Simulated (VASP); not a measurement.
Here is a VASP 6.6.1 calculation.

Contents of INCAR:

```
ALGO = Normal
EDIFF = 1E-6
ENCUT = 520
GGA = PE
ISIF = 2
ISMEAR = -1
LASPH = True
LCHARG = False
LDAU = True
LDAUJ = 0 0 0
LDAUL = -1 2 -1
LDAUPRINT = 1
LDAUTYPE = 2
LDAUU = 0 5 0
LMAXMIX = 4
LREAL = False
LWAVE = False
NBANDS = 28
NELM = 150
PREC = Accurate
SIGMA = 0.05
```

The input KPOINTS:

```
k-points
0
Gamma
  4 4 4
```

Contents of POSCAR:

```
BaTiO3
1.0
    3.9998000000      0.0000000000      0.0000000000
    0.0000000000      3.9998000000      0.0000000000
    0.0000000000      0.0000000000      4.0180000000
Ba Ti O
1 1 3
Direct
    0.0000000000      0.0000000000      0.0000000000
    0.5000000000      0.5000000000      0.4900000000
    0.5000000000      0.5000000000      0.0190000000
    0.5000000000      0.0000000000      0.5170000000
    0.0000000000      0.5000000000      0.5170000000
```

Potentials or basis: VASP PAW PBE potentials, release 64 (Ba_sv, Ti_sv, O).

Command:

```bash
$ cat potpaw_PBE.64/Ba_sv/POTCAR potpaw_PBE.64/Ti_sv/POTCAR potpaw_PBE.64/O/POTCAR > POTCAR
$ mpirun -np 1 vasp_std > vasp.out
```

(1) Estimate the largest force.

(2) Predict the band gap on the k mesh.

(3) Estimate the pressure.

## Answers

(1) 0.564 eV/Å.

(2) 2.37 eV, indirect (least direct gap 2.69 eV).

(3) 8.3 GPa.

Caveat: spin-orbit coupling is left out, which moves the levels of the heavy elements.
